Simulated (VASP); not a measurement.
# Sn (I4_1/amd) in VASP: further runs, part 2 of 2

VASP 6.6.1. Earlier steps stand in the parts before.

## Step 4: Electric field gradients, PBE

This run uses another cell than the first one, of 27.05 Å³/atom.

Input file INCAR:

```
SYSTEM = Sn
ALGO = Normal
EDIFF = 1E-8
ENCUT = 520
GGA = PE
ISIF = 2
ISMEAR = -1
LASPH = .TRUE.
LCHARG = .FALSE.
LEFG = .TRUE.
LREAL = .FALSE.
LWAVE = .FALSE.
NBANDS = 21
NELM = 60
PREC = Accurate
SIGMA = 0.05
```

Input file KPOINTS:

```
k-points
0
G
  15 15 15
  0 0 0
```

Input file POSCAR:

```
Sn
1.0
   -2.9158500000      2.9158500000      1.5906500000
    2.9158500000     -2.9158500000      1.5906500000
    2.9158500000      2.9158500000     -1.5906500000
Sn
2
Direct
    0.0000000000      0.0000000000      0.0000000000
    0.7500000000      0.2500000000      0.5000000000
```

Potentials or basis: VASP PAW PBE potentials, release 64 (Sn_d).

On the command line:

```console
$ cat potpaw_PBE.64/Sn_d/POTCAR > POTCAR
$ mpirun -np 1 vasp_std > vasp.out
```

OUTCAR:

```text
SYSTEM = Sn
   EDIFF = 1E-8
   ENCUT = 520
   GGA = PE
   ISIF = 2
   ISMEAR = -1
   LASPH = .TRUE.
   LREAL = .FALSE.
   NELM = 60
   PREC = Accurate

 ion  position               nearest neighbor table
   1  0.000  0.000  0.000-   2 3.02   2 3.02   2 3.02   2 3.02
   2  0.750  0.250  0.500-   1 3.02   1 3.02   1 3.02   1 3.02

  LATTYP: Found a body centered tetragonal cell.
 ALAT       =     5.8317000000
 C/A-ratio  =     0.5455184595

  Lattice vectors:

 A1 = (  -2.9158500000,   2.9158500000,   1.5906500000)
 A2 = (   2.9158500000,  -2.9158500000,   1.5906500000)
 A3 = (   2.9158500000,   2.9158500000,  -1.5906500000)

Analysis of symmetry for initial positions (statically):
=====================================================================
 Subroutine PRICEL returns:
 Original cell was already a primitive cell.

 Routine SETGRP: Setting up the symmetry group for a
 body centered tetragonal supercell.

 Subroutine GETGRP returns: Found 16 space group operations
 (whereof  8 operations were pure point group operations)
 out of a pool of 16 trial point group operations.

The static configuration has the point symmetry D_2d.
 The point group associated with its full space group is D_4h.

Analysis of symmetry for dynamics (positions and initial velocities):
=====================================================================
 Subroutine PRICEL returns:
 Original cell was already a primitive cell.

 Routine SETGRP: Setting up the symmetry group for a
 body centered tetragonal supercell.

 Subroutine GETGRP returns: Found 16 space group operations
 (whereof  8 operations were pure point group operations)
[... 160 lines left out ...]
      1     -13.6464      2.00000
      2     -13.5614      2.00000
      3     -13.5189      2.00000
      4     -13.5063      2.00000
      5     -13.3568      2.00000
      6     -13.3568      2.00000
[... 565 lines left out ...]
     20      15.1641      0.00000
     21      16.0859      0.00000

 [... further k-points ...]

------------------------ aborting loop because EDIFF is reached ----------------------------------------

  FORCE on cell =-STRESS in cart. coord.  units (eV):
  Direction    XX          YY          ZZ          XY          YZ          ZX
  --------------------------------------------------------------------------------------
  -------------------------------------------------------------------------------------
  Total        0.9911840      0.9911840      0.6469687      0.0000000      0.0000000      0.0000000
  in kB       29.3562028     29.3562028     19.1614724      0.0000000      0.0000000      0.0000000
  external PRESSURE =      25.9579594 kB  Pullay stress =       0.0000000 kB

 VOLUME and BASIS-vectors are now :
 -----------------------------------------------------------------------------
  energy-cutoff  :      520.00
  volume of cell :       54.10
      direct lattice vectors                 reciprocal lattice vectors
    -2.915850000  2.915850000  1.590650000     0.000000000  0.171476585  0.314336906
     2.915850000 -2.915850000  1.590650000     0.171476585  0.000000000  0.314336906
     2.915850000  2.915850000 -1.590650000     0.171476585  0.171476585  0.000000000

 POSITION                                       TOTAL-FORCE (eV/Angst)
 -----------------------------------------------------------------------------------
      0.00000      0.00000      0.00000         0.000000     -0.000000     -0.000000
     -0.00000      2.91585      0.79532        -0.000000      0.000000      0.000000
 -----------------------------------------------------------------------------------
    total drift:                               -0.000000      0.000000     -0.000000

  FREE ENERGIE OF THE ION-ELECTRON SYSTEM (eV)
  ---------------------------------------------------
  free  energy   TOTEN  =        -7.5919994729 eV

  energy  without entropy=       -7.5845201794  energy(sigma->0) =       -7.58825983

 Electric field gradients (V/A^2)
---------------------------------------------------------------------
 ion       V_xx      V_yy      V_zz      V_xy      V_xz      V_yz
---------------------------------------------------------------------
   1     -22.150   -22.150    44.300     0.001     0.001     0.001
   2     -22.150   -22.150    44.300     0.001     0.001     0.001
---------------------------------------------------------------------

 Electric field gradients after diagonalization (V/A^2)
 (convention: |V_zz| > |V_xx| > |V_yy|)
----------------------------------------------------------------------
 ion       V_xx      V_yy      V_zz     asymmetry (V_yy - V_xx)/ V_zz
----------------------------------------------------------------------
   1     -22.151   -22.149    44.300       0.000
   2     -22.151   -22.149    44.300       0.000
----------------------------------------------------------------------

           NMR quadrupolar parameters

 Cq : quadrupolar parameter    Cq=e*Q*V_zz/h
 eta: asymmetry parameters     (V_yy - V_xx)/ V_zz
 Q  : nuclear electric quadrupole moment in mb (millibarn)
----------------------------------------------------------------------
 ion       Cq(MHz)       eta       Q (mb)
----------------------------------------------------------------------
   1       0.107       0.000       1.000
   2       0.107       0.000       1.000
----------------------------------------------------------------------
```

OSZICAR:

```text
N       E                     dE             d eps       ncg     rms          rms(c)
DAV:   1     0.222510607281E+03    0.22251E+03   -0.14362E+04 12273   0.208E+03
DAV:   2     0.154093319715E+02   -0.20710E+03   -0.20288E+03 12216   0.457E+02
DAV:   3    -0.688778534836E+01   -0.22297E+02   -0.22126E+02 14005   0.135E+02
DAV:   4    -0.758460714043E+01   -0.69682E+00   -0.69643E+00 13745   0.263E+01
DAV:   5    -0.761285915937E+01   -0.28252E-01   -0.28251E-01 17256   0.498E+00    0.240E+00
DAV:   6    -0.759631559505E+01    0.16544E-01   -0.30978E-02 16432   0.250E+00    0.135E+00
DAV:   7    -0.759205906310E+01    0.42565E-02   -0.18789E-02 16405   0.195E+00    0.165E-01
DAV:   8    -0.759199330921E+01    0.65754E-04   -0.21336E-03 14953   0.606E-01    0.356E-02
DAV:   9    -0.759200039415E+01   -0.70849E-05   -0.66251E-05 16227   0.759E-02    0.112E-02
DAV:  10    -0.759199964507E+01    0.74908E-06   -0.66873E-06 15408   0.330E-02    0.170E-03
DAV:  11    -0.759199974607E+01   -0.10100E-06   -0.37749E-07 15377   0.754E-03    0.876E-04
DAV:  12    -0.759199945571E+01    0.29035E-06   -0.43380E-08 13573   0.258E-03    0.219E-04
DAV:  13    -0.759199947668E+01   -0.20968E-07   -0.25484E-09  8038   0.522E-04    0.540E-05
DAV:  14    -0.759199947286E+01    0.38181E-08   -0.75117E-10  7328   0.273E-04
   1 F= -.75919995E+01 E0= -.75882598E+01  d E =-.747929E-02
```

Wall time 4.5 min (1 thread of Intel Xeon Platinum 8488C (Sapphire Rapids), shared host); peak memory 0.39 GiB.

Results:

```
Free energy                             : -7.5920 eV
Pressure                                : 2.6 GPa
Band gap on the k mesh                  : zero (bands 14 and 15 overlap by 4.32 eV)
Largest electric field gradient by atom : Sn +44.3 V/Å²
```

Levels at points of the mesh, in eV from the Fermi level:
```csv
k point,band 11,band 12,band 13,band 14,band 15,band 16,band 17,band 18
"(0.00, 0.00, 0.00)",-11.16,-3.61,-1.98,-1.98,2.97,6.26,6.26,6.85
```

Electric field gradients, principal values (V/Å²):
```csv
atom,least,middle,greatest (by size)
1 Sn,-22.149,-22.151,44.300
2 Sn,-22.149,-22.151,44.300
```

Caveat: without QUAD_EFG the Cq values of the log hold for a quadrupole moment of 1 mb, not for the nuclei; spin-orbit coupling is left out, which moves the levels of the heavy elements.

## Step 5: Overview

| cell | gap on the mesh (eV) | pressure (GPa) |
| --- | --- | --- |
| a = 4.330 Å, angles 97.4, 97.4, 137.8°, 2 atoms | none | 6.8 |
| a = 4.390 Å, angles 97.4, 97.4, 137.8°, 2 atoms | none | 3.9 |
| a = 4.420 Å, angles 97.4, 97.4, 137.8°, 2 atoms | none | 2.6 |

Alike in all rows: task electric field gradients; level PBE; potentials or basis VASP PAW PBE potentials, release 64 (Sn_d); no spin polarisation; k mesh 15 × 15 × 15; cutoff (eV) 520; smearing fermi-dirac 0.05 eV.

Caveats: spin-orbit coupling is left out, which moves the levels of the heavy elements; the cell stands under pressure (at least some runs).

Absolute energies hang on the potentials; compare differences alone.
